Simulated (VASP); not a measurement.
Set up this calculation in VASP 6.6.1, as the native input.

```
Task                   : single point
Functional             : PBEsol
Potentials or basis    : VASP PAW PBE potentials, release 64 (Mg, H, O)
Cutoff                 : 520 eV
k mesh                 : 6 × 6 × 2
Occupations            : gaussian, width 0.01 eV
Spin                   : no spin polarisation
Dipole correction      : no
Further INCAR settings : ALGO = Normal; EDIFF = 1e-07; NBANDS = 21
```

The structure of Mg2H2O3 lies in POSCAR:

```
Mg2H2O3
1.0
    3.0850000000      0.0000000000      0.0000000000
   -1.5425000000      2.6716883707      0.0000000000
    0.0000000000      0.0000000000      7.7100000000
Mg H O
2 2 3
Direct
    0.6666666667      0.3333333333      0.8399000000
    0.3333333333      0.6666666667      0.1601000000
    0.3333333333      0.6666666667      0.5666000000
    0.6666666667      0.3333333333      0.4334000000
    0.3333333333      0.6666666667      0.6949000000
    0.6666666667      0.3333333333      0.3051000000
    0.0000000000      0.0000000000      0.0000000000
```

One way to write it, as run:

INCAR

```
SYSTEM = Mg2H2O3
PREC     = Accurate       ! precision mode
ENCUT    = 520            ! plane-wave cutoff, eV
EDIFF    = 1E-7           ! SCF threshold, eV
ISMEAR   = 0              ! smearing method
SIGMA    = 0.01           ! smearing width, eV
LREAL    = .FALSE.        ! projectors in reciprocal space
LASPH    = .TRUE.         ! aspherical terms in the spheres
NELM     = 100            ! most SCF steps
ALGO     = Normal         ! electronic algorithm
ISIF     = 2              ! what is computed and relaxed
LWAVE    = .FALSE.        ! write WAVECAR
LCHARG   = .FALSE.        ! write CHGCAR
GGA      = PS             ! functional
NBANDS   = 21             ! bands
```

KPOINTS

```
regular mesh
0
G
  6 6 2
  0 0 0
```

Potentials or basis: VASP PAW PBE potentials, release 64 (Mg, H, O).

Run with:

```console
$ cat potpaw_PBE.64/Mg/POTCAR potpaw_PBE.64/H/POTCAR potpaw_PBE.64/O/POTCAR > POTCAR
$ mpirun -np 1 vasp_std > vasp.out
```

It gave:

* Pressure: -6.6 GPa
* Largest force: 0.820 eV/Å
* Band gap on the k mesh: 3.54 eV, direct

Caveat: the PAW data sets were made with another functional, which shifts forces and pressure a little.

It took 18 s on 1 thread of Intel(R) Xeon(R) Platinum 8259CL CPU @ 2.50GHz (Skylake/Cascade Lake) (shared host), peak memory 0.18 GiB.
